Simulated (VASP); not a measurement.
# Zn (Fm-3m) in VASP: a series of runs, part 2 of 2

VASP 6.6.1.

### 5 Single point, PBE (volume scaled by 0.96)

Input file INCAR:

```
SYSTEM = Zn
PREC = Accurate ; ENCUT = 520
EDIFF = 1E-6 ; ISMEAR = -1
SIGMA = 0.05 ; LREAL = .False.
LASPH = .True. ; NELM = 80
ALGO = Fast ; ISIF = 2
LWAVE = .False. ; LCHARG = .False.
GGA = PE ; NBANDS = 12
```

Input file KPOINTS:

```
Automatic mesh
0
Gamma
  12 12 12
  0 0 0
```

Input file POSCAR:

```
Zn
1.0
    0.0000000000      1.9382217178      1.9382217178
    1.9382217178      0.0000000000      1.9382217178
    1.9382217178      1.9382217178      0.0000000000
Zn
1
Direct
    0.0000000000      0.0000000000      0.0000000000
```

Potentials or basis: VASP PAW PBE potentials, release 64 (Zn).

The run is started by

```bash
$ cat potpaw_PBE.64/Zn/POTCAR > POTCAR
$ mpirun -np 1 vasp_std > vasp.out
```

OUTCAR:

```text
SYSTEM = Zn
   PREC = Accurate
   ENCUT = 520
   EDIFF = 1E-6
   ISMEAR = -1
   LREAL = .False.
   LASPH = .True.
   NELM = 80
   ISIF = 2
   GGA = PE

 ion  position               nearest neighbor table
   1  0.000  0.000  0.000-

  LATTYP: Found a face centered cubic cell.
 ALAT       =     3.8764434356

  Lattice vectors:

 A1 = (   0.0000000000,   1.9382217178,   1.9382217178)
 A2 = (   1.9382217178,   0.0000000000,   1.9382217178)
 A3 = (   1.9382217178,   1.9382217178,   0.0000000000)

Analysis of symmetry for initial positions (statically):
=====================================================================
 Subroutine PRICEL returns:
 Original cell was already a primitive cell.

 Routine SETGRP: Setting up the symmetry group for a
 face centered cubic supercell.

 Subroutine GETGRP returns: Found 48 space group operations
 (whereof 48 operations were pure point group operations)
 out of a pool of 48 trial point group operations.

The static configuration has the point symmetry O_h .

Analysis of symmetry for dynamics (positions and initial velocities):
=====================================================================
 Subroutine PRICEL returns:
 Original cell was already a primitive cell.

 Routine SETGRP: Setting up the symmetry group for a
 face centered cubic supercell.

 Subroutine GETGRP returns: Found 48 space group operations
 (whereof 48 operations were pure point group operations)
 out of a pool of 48 trial point group operations.

The dynamic configuration has the point symmetry O_h .

 Subroutine INISYM returns: Found 48 space group operations
 (whereof 48 operations are pure point group operations),
 and found     1 'primitive' translations

----------------------------------------------------------------------------------------

                                     Primitive cell

  volume of cell :      14.5626

  direct lattice vectors                    reciprocal lattice vectors
[... 106 lines left out ...]
  volume/ion in A,a.u.               =      14.56        98.27
  Fermi-wavevector in a.u.,A,eV,Ry     =   1.534812  2.900374 32.050526  2.355647
  Thomas-Fermi vector in A             =   2.641688
   LORBIT       =      0    0 simple, 1 ext, 2 COOP (PROOUT), +10 PAW based schemes
   GGA     = PE    functional components
   LHFCALC =     F    Hartree Fock is set to
   AEXX    =    0.0000 exact exchange contribution
   IVDW    =     0    specifies the selected vdW correction
   LEPSILON=     F    determine dielectric tensor
   LRPA    =     F    only Hartree local field effects (RPA)
 non-spin polarized calculation
 RMM-DIIS sequential band-by-band and
  energy-cutoff  :      520.00
  volume of cell :       14.56
 maximum number of plane-waves:       403
   NGX = 11   NGY = 11   NGZ = 11

 number of electron      11.9999994 magnetization

 Free energy of the ion-electron system (eV)
  ---------------------------------------------------
  ext. energy  EPLUGINS =         0.00000000
  ---------------------------------------------------
  free energy    TOTEN  =        -1.07107663 eV

  energy without entropy =       -1.06809961  energy(sigma->0) =       -1.06958812

 E-fermi :   3.3326     XC(G=0): -11.7935

 val. band max:        3.3290666198   @ k =  -0.3333   0.3333   0.1667
 cond. band min:       3.4027588450   @ k =  -0.4167   0.0833   0.0000
 fundamental gap:      0.0736922252
 Fermi energy:         3.3325707417

 k-point     1 :       0.0000    0.0000    0.0000
  band No.  band energies     occupation
      1      -7.3064      2.00000
      2      -4.3573      2.00000
      3      -4.3573      2.00000
      4      -4.3573      2.00000
      5      -3.9472      2.00000
      6      -3.9472      2.00000
      7      22.2257      0.00000
      8      22.2257      0.00000
      9      22.2257      0.00000
     10      22.5808      0.00000
     11      24.9461      0.00000
     12      24.9461      0.00000
[... 331 lines left out ...]
 k-point    24 :      -0.4167    0.1667    0.0000
  band No.  band energies     occupation
      1      -4.9154      2.00000
      2      -4.4562      2.00000
      3      -4.2092      2.00000
      4      -3.9946      2.00000
      5      -3.6902      2.00000
      6       0.9979      2.00000
      7       3.0368      1.99462
      8      13.0415      0.00000
      9      16.8426      0.00000
     10      19.1494      0.00000
     11      26.3748      0.00000
     12      27.4876      0.00000

 [... further k-points ...]
[... 5 lines left out ...]
  --------------------------------------------------------------------------------------
  -------------------------------------------------------------------------------------
  Total        0.2919606      0.2919606      0.2919606     -0.0000000     -0.0000000     -0.0000000
  in kB       32.1214041     32.1214041     32.1214041     -0.0000000     -0.0000000     -0.0000000
  external PRESSURE =      32.1214041 kB  Pullay stress =       0.0000000 kB

 VOLUME and BASIS-vectors are now :
 -----------------------------------------------------------------------------
  energy-cutoff  :      520.00
  volume of cell :       14.56
      direct lattice vectors                 reciprocal lattice vectors
     0.000000000  1.938221718  1.938221718    -0.257968423  0.257968423  0.257968423
     1.938221718  0.000000000  1.938221718     0.257968423 -0.257968423  0.257968423
     1.938221718  1.938221718  0.000000000     0.257968423  0.257968423 -0.257968423

 POSITION                                       TOTAL-FORCE (eV/Angst)
 -----------------------------------------------------------------------------------
      0.00000      0.00000      0.00000        -0.000000      0.000000     -0.000000
 -----------------------------------------------------------------------------------
    total drift:                                0.000000      0.000000      0.000000

  FREE ENERGIE OF THE ION-ELECTRON SYSTEM (eV)
  ---------------------------------------------------
  free  energy   TOTEN  =        -1.0710766350 eV

  energy  without entropy=       -1.0680996111  energy(sigma->0) =       -1.06958812
```

OSZICAR:

```text
N       E                     dE             d eps       ncg     rms          rms(c)
DAV:   1     0.413140914989E+02    0.41314E+02   -0.65571E+03  1776   0.161E+03
DAV:   2    -0.457863595029E-01   -0.41360E+02   -0.39151E+02  1776   0.215E+02
DAV:   3    -0.117998523156E+01   -0.11342E+01   -0.11326E+01  1992   0.353E+01
DAV:   4    -0.118235425887E+01   -0.23690E-02   -0.23689E-02  1956   0.154E+00
DAV:   5    -0.118235583548E+01   -0.15766E-05   -0.15770E-05  1980   0.395E-02    0.308E+00
RMM:   6    -0.107866726243E+01    0.10369E+00   -0.25071E-01  2111   0.675E+00    0.235E+00
RMM:   7    -0.107384836377E+01    0.48189E-02   -0.78951E-03  2194   0.134E+00    0.115E+00
RMM:   8    -0.107110162120E+01    0.27467E-02   -0.18016E-03  2025   0.430E-01    0.584E-02
RMM:   9    -0.107109470558E+01    0.69156E-05   -0.47170E-04  2231   0.340E-01    0.689E-02
RMM:  10    -0.107107612097E+01    0.18585E-04   -0.59171E-05  2228   0.945E-02    0.723E-03
RMM:  11    -0.107107663500E+01   -0.51403E-06   -0.36737E-06  1749   0.238E-02
   1 F= -.10710766E+01 E0= -.10695881E+01  d E =-.297702E-02
```

Wall time 5.4 s (1 thread of Intel Xeon Platinum 8559C (Emerald Rapids), shared host); peak memory 0.13 GiB.

Results:

```
Free energy            : -1.0711 eV
Pressure               : 3.2 GPa
Band gap on the k mesh : zero (band 6 reaches 5.66 eV, above the bottom of band 7 at 2.07 eV)
```

### 6 Summary

| level | cell | k mesh | smearing | gap on the mesh (eV) | pressure (GPa) |
| --- | --- | --- | --- | --- | --- |
| PBEsol | a = 2.779 Å, angles 60.0°, 1 atom | 12 × 12 × 12 | fermi-dirac 0.15 eV | none | -4.7 |
| PBEsol | a = 2.779 Å, angles 60.0°, 1 atom | 12 × 12 × 12 | gaussian 0.025 eV | none | -4.7 |
| PBE | a = 2.779 Å, angles 60.0°, 1 atom | 10 × 10 × 10 | fermi-dirac 0.1 eV | none | 0.2 |
| PBE | a = 2.741 Å, angles 60.0°, 1 atom | 12 × 12 × 12 | fermi-dirac 0.05 eV | none | 3.2 |

Alike in all rows: task single point; potentials or basis VASP PAW PBE potentials, release 64 (Zn); no spin polarisation; cutoff (eV) 520.

Every run on the cell as given and a fine mesh finds a metal. The pressure there spans -4.7 GPa (PBEsol) to 0.2 GPa (PBE); a positive pressure means that this level wants a larger cell, a negative one a smaller.

Caveats: the PAW data sets were made with another functional, which shifts forces and pressure a little (some runs).

Total energies depend on the potentials used, so only differences within one code and one set of settings carry meaning.
